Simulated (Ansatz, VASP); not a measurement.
## TaN in VASP and in Ansatz

```
CELL_PARAMETERS angstrom
0.00000 2.21132 2.21132
2.21132 0.00000 2.21132
2.21132 2.21132 0.00000
ATOMIC_POSITIONS crystal
Ta 0.50000 0.50000 0.50000
N 0.00000 0.00000 0.00000
```

Alike in both runs: functional PBE; k mesh 7 × 7 × 7; occupations fermi-dirac, width 0.05 eV; non-collinear spin, spin-orbit coupling.

```csv
,VASP,Ansatz
version,VASP 6.6.1,Ansatz 0.2.0
potentials or method,"VASP PAW PBE potentials, release 64 (Ta_sv_GW, N)",Ansatz PAW
plane-wave cutoff (eV),600,420
valence electrons in the cell,18,18
task,single point,band structure
```

```csv
,VASP,Ansatz,Ansatz less VASP
pressure (GPa),-1.1,-1.5,-0.37
net moment per atom (μB),0.00,0.00,0.000
```
